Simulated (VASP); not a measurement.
A run of VASP 6.6.1:

POSCAR

```
W
1.0
    0.0000000000      2.0909000000      2.0604500000
    2.0909000000      0.0000000000      2.0604500000
    2.0909000000      2.0909000000      0.0000000000
W
1
Direct
    0.0000000000      0.0000000000      0.0000000000
```

The input INCAR.step1:

```
SYSTEM = W
PREC = Accurate
ENCUT = 520
ISMEAR = 0
SIGMA = 0.15
LREAL = .False.
LASPH = .True.
NELM = 60
NBANDS = 13
GGA = PE
ALGO = Normal
EDIFF = 1E-4
LWAVE = .True.
LCHARG = .False.
```

File INCAR.step2:

```
SYSTEM = W
PREC = Accurate
ENCUT = 520
EDIFF = 1E-6
ISMEAR = 0
SIGMA = 0.15
LREAL = .False.
LASPH = .True.
NELM = 60
ALGO = Normal
ISIF = 2
LWAVE = .False.
LCHARG = .False.
METAGGA = R2SCAN
LMIXTAU = .True.
NBANDS = 13
ISTART = 1
```

KPOINTS

```
regular mesh
0
Gamma
  20 20 20
  0 0 0
```

Potentials or basis: VASP PAW PBE potentials, release 64 (W_sv).

Command:

```sh
$ cat potpaw_PBE.64/W_sv/POTCAR > POTCAR
$ cp INCAR.step1 INCAR
$ mpirun -np 1 vasp_std > vasp.out
$ cp INCAR.step2 INCAR
$ mpirun -np 1 vasp_std > vasp.out
```

Hardware: 1 thread of Intel(R) Xeon(R) 6975P-C (Granite Rapids) (shared host).

Problem. How long does it take, and how much memory?

Solution. Wall time 2.7 min on 1 thread of Intel(R) Xeon(R) 6975P-C (Granite Rapids), with other jobs on the host, peak memory 0.26 GiB. Counts: k points 641.
